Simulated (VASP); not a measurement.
# NaH in VASP: further runs

Runs on NaH. Level: PBE. Tasks: electric field gradients.

Program: VASP 6.6.1. These are calculated values, not measurements. Logs are shortened: lines on timing, memory, paths and dates and some standing lists are left out, and cuts for length are marked.

**1. The cell of the first run**

Symmetry: Immm, No. 71, orthorhombic system. Conventional cell: a = 3.399 Å, b = 3.502 Å, c = 4.880 Å, α = 90.00°, β = 90.00°, γ = 90.00°. Within 3.2 Å of Na (site symmetry mmm) lie 6 H at 2.44 Å. H (site symmetry mmm) has 6 Na at 2.44 Å within 3.2 Å.

**2. Electric field gradients, PBE (xy shear strain of -3 %)**

Input file INCAR:

```
SYSTEM = NaH
PREC = Accurate
ENCUT = 520
EDIFF = 1E-8
ISMEAR = -1
SIGMA = 0.02
LREAL = .False.
LASPH = .True.
NELM = 100
ALGO = Normal
ISIF = 2
LWAVE = .False.
LCHARG = .False.
GGA = PE
LEFG = .True.
NBANDS = 11
```

Input file KPOINTS:

```
regular mesh
0
Gamma
  9 9 9
  0 0 0
```

Input file POSCAR:

```
NaH
1.0
   -0.0366000000      2.4400000000      2.4400000000
    2.4400000000     -0.0366000000      2.4400000000
    2.4034000000      2.4034000000      0.0000000000
Na H
1 1
Direct
    0.0000000000      0.0000000000      0.0000000000
    0.5000000000      0.5000000000      0.5000000000
```

Potentials or basis: VASP PAW PBE potentials, release 64 (Na_pv, H).

On the command line:

```bash
$ cat potpaw_PBE.64/Na_pv/POTCAR potpaw_PBE.64/H/POTCAR > POTCAR
$ mpirun -np 1 vasp_std > vasp.out
```

OUTCAR:

```text
SYSTEM = NaH
   PREC = Accurate
   ENCUT = 520
   EDIFF = 1E-8
   ISMEAR = -1
   LREAL = .False.
   LASPH = .True.
   NELM = 100
   ISIF = 2
   GGA = PE

 ion  position               nearest neighbor table
   1  0.000  0.000  0.000-
   2  0.500  0.500  0.500-

  LATTYP: Found a body centered orthorhombic cell.
 ALAT       =     3.3989208758
 B/A-ratio  =     1.0304568528
 C/A-ratio  =     1.4357498095

  Lattice vectors:

 A1 = (   0.0366000000,  -2.4400000000,  -2.4400000000)
 A2 = (  -0.0366000000,   2.4400000000,  -2.4400000000)
 A3 = (   2.4400000000,  -0.0366000000,   2.4400000000)

Analysis of symmetry for initial positions (statically):
=====================================================================
 Subroutine PRICEL returns:
 Original cell was already a primitive cell.

 Routine SETGRP: Setting up the symmetry group for a
 body centered orthorhombic supercell.

 Subroutine GETGRP returns: Found  8 space group operations
 (whereof  8 operations were pure point group operations)
 out of a pool of  8 trial point group operations.

The static configuration has the point symmetry D_2h.

Analysis of symmetry for dynamics (positions and initial velocities):
=====================================================================
 Subroutine PRICEL returns:
 Original cell was already a primitive cell.

 Routine SETGRP: Setting up the symmetry group for a
 body centered orthorhombic supercell.

 Subroutine GETGRP returns: Found  8 space group operations
 (whereof  8 operations were pure point group operations)
 out of a pool of  8 trial point group operations.

The dynamic configuration has the point symmetry D_2h.

 Subroutine INISYM returns: Found  8 space group operations
 (whereof  8 operations are pure point group operations),
 and found     1 'primitive' translations

----------------------------------------------------------------------------------------

                                     Primitive cell

  volume of cell :      29.0470

  direct lattice vectors                    reciprocal lattice vectors
    -0.036600000  2.440000000  2.440000000    -0.201889687  0.201889687  0.204918033
     2.440000000 -0.036600000  2.440000000     0.201889687 -0.201889687  0.204918033
     2.403400000  2.403400000  0.000000000     0.208038612  0.208038612 -0.204918033

  length of vectors
     3.450875188  3.450875188  3.398920876     0.351440311  0.351440311  0.358540832

  position of ions in fractional coordinates (direct lattice)
     0.000000000  0.000000000  0.000000000
     0.500000000  0.500000000  0.500000000

  ion indices of the primitive-cell ions
   primitive index   ion index
                 1           1
                 2           2

----------------------------------------------------------------------------------------

 KPOINTS: regular mesh

Automatic generation of k-mesh.
 Grid dimensions read from file:
 generate k-points for:    9    9    9

 Generating k-lattice:

  Cartesian coordinates                     Fractional coordinates (reciprocal lattice)
    -0.022432187  0.022432187  0.022768670     0.111111111  0.000000000  0.000000000
     0.022432187 -0.022432187  0.022768670     0.000000000  0.111111111  0.000000000
     0.023115401  0.023115401 -0.022768670     0.000000000  0.000000000  0.111111111

  Length of vectors
     0.039048923  0.039048923  0.039837870

  Shift w.r.t. Gamma in fractional coordinates (k-lattice)
     0.000000000  0.000000000  0.000000000

 Subroutine IBZKPT returns following result:
 ===========================================

 Found    125 irreducible k-points:

 Following reciprocal coordinates:
            Coordinates               Weight
  0.000000  0.000000  0.000000      1.000000
  0.111111 -0.000000  0.000000      4.000000
  0.222222 -0.000000  0.000000      4.000000
  0.333333 -0.000000  0.000000      4.000000
  0.444444 -0.000000  0.000000      4.000000
  0.111111  0.111111  0.000000      2.000000
[... 16 lines left out ...]
 -0.333333  0.333333  0.000000      2.000000
  0.444444  0.444444  0.000000      2.000000
 [... further k-points ...]
   k-points           NKPTS =    125   k-points in BZ     NKDIM =    125   number of bands    NBANDS=     11
   number of dos      NEDOS =    301   number of ions     NIONS =      2
   total plane-waves  NPLWV =  21952
   dimension x,y,z NGX =    28 NGY =   28 NGZ =   28
   dimension x,y,z NGXF=    56 NGYF=   56 NGZF=   56
   ions per type =               1   1
   NGX,Y,Z   is equivalent  to a cutoff of  13.49, 13.49, 13.70 a.u.
   NGXF,Y,Z  is equivalent  to a cutoff of  26.98, 26.98, 27.39 a.u.
 SYSTEM =  NaH
   PREC   = accura    normal or accurate (medium, high low for compatibility)
   ISTART =      0    job   : 0-new  1-cont  2-samecut
   ICHARG =      2    charge: 1-file 2-atom 10-const
   ISPIN  =      1    spin polarized calculation?
   LNONCOLLINEAR =      F non collinear calculations
   LSORBIT =      F    spin-orbit coupling
   LASPH  =      T    aspherical Exc in radial PAW
   ENCUT  =  520.0 eV  38.22 Ry    6.18 a.u.   6.42  6.42  6.32*2*pi/ulx,y,z
   NELM   =    100;   NELMIN=  2; NELMDL= -5     # of ELM steps
   EDIFF  = 0.1E-07   stopping-criterion for ELM
   LREAL  =      F    real-space projection
   EDIFFG = 0.1E-06   stopping-criterion for IOM
   NSW    =      0    number of steps for IOM
   IBRION =     -1    ionic relax: 0-MD 1-quasi-New 2-CG
   NFREE  =      0    steps in history (QN), initial steepest desc. (CG)
   ISIF   =      2    stress and relaxation
   ISYM   =      2    0-nonsym 1-usesym 2-fastsym
   POTIM  = 0.5000    time-step for ionic-motion
   TEBEG  =    0.0;   TEEND  =   0.0 temperature during run
   PSTRESS=    0.0 pullay stress
   NELECT =       8.0000    total number of electrons
   NUPDOWN=      -1.0000    fix difference up-down
   EMIN   =  10.00;   EMAX   =-10.00  energy-range for DOS
   EFERMI =   0.00;   METHOD = LEGACY
   ISMEAR =    -1;   SIGMA  =   0.02  broadening in eV -4-tet -1-fermi 0-gaus
   EFERMI_NEDOS =   21; number of points for ismear=-14 and -15
   IALGO  =     38    algorithm
   IMIX   =      4    mixing-type and parameters
     AMIX     =   0.40;   BMIX     =  1.00
     AMIX_MAG =   1.60;   BMIX_MAG =  1.00
  volume/ion in A,a.u.               =      14.52        98.01
  Fermi-wavevector in a.u.,A,eV,Ry     =   1.065134  2.012811 15.435951  1.134510
  Thomas-Fermi vector in A             =   2.200676
   LORBIT       =      0    0 simple, 1 ext, 2 COOP (PROOUT), +10 PAW based schemes
   GGA     = PE    functional components
   LHFCALC =     F    Hartree Fock is set to
   AEXX    =    0.0000 exact exchange contribution
   IVDW    =     0    specifies the selected vdW correction
   LEPSILON=     F    determine dielectric tensor
   LRPA    =     F    only Hartree local field effects (RPA)
 non-spin polarized calculation
  energy-cutoff  :      520.00
  volume of cell :       29.05
 maximum number of plane-waves:       795
 NGX is ok and might be reduce to    28
   NGX = 13   NGY = 13   NGZ = 13

 number of electron       8.0000005 magnetization

 Free energy of the ion-electron system (eV)
  ---------------------------------------------------
  ext. energy  EPLUGINS =         0.00000000
  ---------------------------------------------------
  free energy    TOTEN  =        -5.08427282 eV

  energy without entropy =       -5.08427282  energy(sigma->0) =       -5.08427282

 E-fermi :  -0.7965     XC(G=0):  -7.6732

 val. band max:       -1.2439986460   @ k =  -0.3333  -0.4444   0.2222
 cond. band min:       2.6551829801   @ k =   0.4444  -0.0000   0.0000
 fundamental gap:      3.8991816260
 Fermi energy:        -0.7965170545

 k-point     1 :       0.0000    0.0000    0.0000
  band No.  band energies     occupation
      1     -23.3631      2.00000
      2     -23.3606      2.00000
      3     -23.3580      2.00000
      4      -4.7400      2.00000
      5       8.9503      0.00000
      6      13.8438      0.00000
      7      14.1995      0.00000
      8      14.5324      0.00000
      9      14.6289      0.00000
     10      14.8651      0.00000
     11      15.3224      0.00000

 k-point     2 :       0.1111   -0.0000    0.0000
  band No.  band energies     occupation
      1     -23.3689      2.00000
      2     -23.3643      2.00000
      3     -23.3605      2.00000
      4      -4.5369      2.00000
      5       8.2344      0.00000
      6      11.7193      0.00000
      7      13.4019      0.00000
      8      13.8135      0.00000
      9      15.5817      0.00000
     10      16.1730      0.00000
     11      16.1788      0.00000

 k-point     3 :       0.2222   -0.0000    0.0000
  band No.  band energies     occupation
      1     -23.3932      2.00000
      2     -23.3674      2.00000
      3     -23.3631      2.00000
      4      -3.9519      2.00000
      5       6.3097      0.00000
      6      10.3641      0.00000
      7      12.7002      0.00000
      8      13.0648      0.00000
      9      16.1173      0.00000
     10      16.3328      0.00000
     11      17.0511      0.00000

 k-point     4 :       0.3333   -0.0000    0.0000
  band No.  band energies     occupation
      1     -23.4207      2.00000
      2     -23.3708      2.00000
      3     -23.3660      2.00000
      4      -3.0834      2.00000
      5       4.1724      0.00000
      6       9.7590      0.00000
      7      12.2434      0.00000
      8      12.5642      0.00000
      9      15.4294      0.00000
     10      15.6337      0.00000
     11      17.5720      0.00000
[... 239 lines left out ...]
 k-point    22 :      -0.4444    0.3333    0.0000
  band No.  band energies     occupation
      1     -23.4264      2.00000
      2     -23.3981      2.00000
      3     -23.3853      2.00000
      4      -1.4550      2.00000
      5       3.8296      0.00000
      6       5.5491      0.00000
      7      10.1710      0.00000
      8      10.5813      0.00000
      9      14.2129      0.00000
     10      19.8685      0.00000
     11      20.6007      0.00000

 k-point    23 :      -0.3333    0.3333    0.0000
  band No.  band energies     occupation
      1     -23.4143      2.00000
      2     -23.4106      2.00000
      3     -23.3812      2.00000
      4      -1.5226      2.00000
      5       4.3146      0.00000
      6       4.5599      0.00000
      7      10.6721      0.00000
      8      11.1233      0.00000
      9      16.4547      0.00000
     10      19.8834      0.00000
     11      19.9122      0.00000

 k-point    24 :       0.4444    0.4444    0.0000
  band No.  band energies     occupation
      1     -23.4340      2.00000
      2     -23.3898      2.00000
      3     -23.3874      2.00000
      4      -1.5527      2.00000
      5       3.5833      0.00000
      6       8.7589      0.00000
      7       8.9925      0.00000
      8       9.7251      0.00000
      9      10.4754      0.00000
     10      21.6595      0.00000
     11      23.5562      0.00000

 [... further k-points ...]
[... 5 lines left out ...]
  --------------------------------------------------------------------------------------
  -------------------------------------------------------------------------------------
  Total       -0.1225610     -0.1225610     -0.1280169      0.1198401      0.0000000      0.0000000
  in kB       -6.7602266     -6.7602266     -7.0611630      6.6101432      0.0000000      0.0000000
  external PRESSURE =      -6.8605387 kB  Pullay stress =       0.0000000 kB

 VOLUME and BASIS-vectors are now :
 -----------------------------------------------------------------------------
  energy-cutoff  :      520.00
  volume of cell :       29.05
      direct lattice vectors                 reciprocal lattice vectors
    -0.036600000  2.440000000  2.440000000    -0.201889687  0.201889687  0.204918033
     2.440000000 -0.036600000  2.440000000     0.201889687 -0.201889687  0.204918033
     2.403400000  2.403400000  0.000000000     0.208038612  0.208038612 -0.204918033

 POSITION                                       TOTAL-FORCE (eV/Angst)
 -----------------------------------------------------------------------------------
      0.00000      0.00000      0.00000        -0.000000      0.000000      0.000000
      2.40340      2.40340      2.44000         0.000000     -0.000000     -0.000000
 -----------------------------------------------------------------------------------
    total drift:                               -0.000000     -0.000000     -0.000000

  FREE ENERGIE OF THE ION-ELECTRON SYSTEM (eV)
  ---------------------------------------------------
  free  energy   TOTEN  =        -5.0842728176 eV

  energy  without entropy=       -5.0842728176  energy(sigma->0) =       -5.08427282

 Electric field gradients (V/A^2)
---------------------------------------------------------------------
 ion       V_xx      V_yy      V_zz      V_xy      V_xz      V_yz
---------------------------------------------------------------------
   1       0.014     0.014    -0.027     0.875     0.001     0.001
   2      -0.001    -0.001     0.002    -0.072     0.001     0.001
---------------------------------------------------------------------

 Electric field gradients after diagonalization (V/A^2)
 (convention: |V_zz| > |V_xx| > |V_yy|)
----------------------------------------------------------------------
 ion       V_xx      V_yy      V_zz     asymmetry (V_yy - V_xx)/ V_zz
----------------------------------------------------------------------
   1      -0.861    -0.027     0.888       0.939
   2       0.071     0.002    -0.073       0.935
----------------------------------------------------------------------

           NMR quadrupolar parameters

 Cq : quadrupolar parameter    Cq=e*Q*V_zz/h
 eta: asymmetry parameters     (V_yy - V_xx)/ V_zz
 Q  : nuclear electric quadrupole moment in mb (millibarn)
----------------------------------------------------------------------
 ion       Cq(MHz)       eta       Q (mb)
----------------------------------------------------------------------
   1       0.002       0.939       1.000
   2      -0.000       0.935       1.000
----------------------------------------------------------------------
```

It took 29 s on 1 thread of Intel Xeon 6975P-C (Granite Rapids), shared host; peak memory 0.17 GiB.

What came out:

```yaml
Free_energy: -5.0843 eV
Pressure: -0.7 GPa
Band_gap_on_the_k_mesh: 3.90 eV, indirect (least direct gap 4.67 eV)
```

Electric field gradients, principal values (V/Å²):
```tsv
atom	least	middle	greatest (by size)
1 Na	-0.027	-0.861	0.888
2 H	0.002	0.071	-0.073
```

Caveat: the cell differs from its parent crystal (xy shear strain of -3 %); without QUAD_EFG the Cq values of the log hold for a quadrupole moment of 1 mb, not for the nuclei.

(Continued in part 2 of 3.)
